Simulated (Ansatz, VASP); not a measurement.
## Ru: VASP beside Ansatz

```
CELL_PARAMETERS angstrom
0.00000 1.89243 1.89243
1.89243 0.00000 1.89243
1.89243 1.89243 0.00000
ATOMIC_POSITIONS crystal
Ru 0.00000 0.00000 0.00000
```

Alike in both runs: task relaxation of cell and atoms; functional revPBE; k mesh 14 × 14 × 14; occupations fermi-dirac, width 0.1 eV; no spin polarisation.

```csv
,VASP,Ansatz
version,VASP 6.6.1,Ansatz 0.2.0
potentials or method,"VASP PAW PBE potentials, release 64 (Ru_pv), cutoff 600 eV","plane waves (420 eV) with PAW, scalar-relativistic"
valence electrons in the cell,14,16
```

VASP gave:

```
relaxed volume (Å³/atom)                                     : 13.99
relaxed cell length with the largest relative difference (Å) : 2.705
```

Estimate Ansatz's values.

relaxed volume (Å³/atom): 14.00; relaxed cell length with the largest relative difference (Å): 2.705.

VASP's potentials were made for PBE, not for revPBE. VASP's potentials hold 14 valence electrons a cell and Ansatz's 16, so a difference there can come from the potentials and not from the codes.
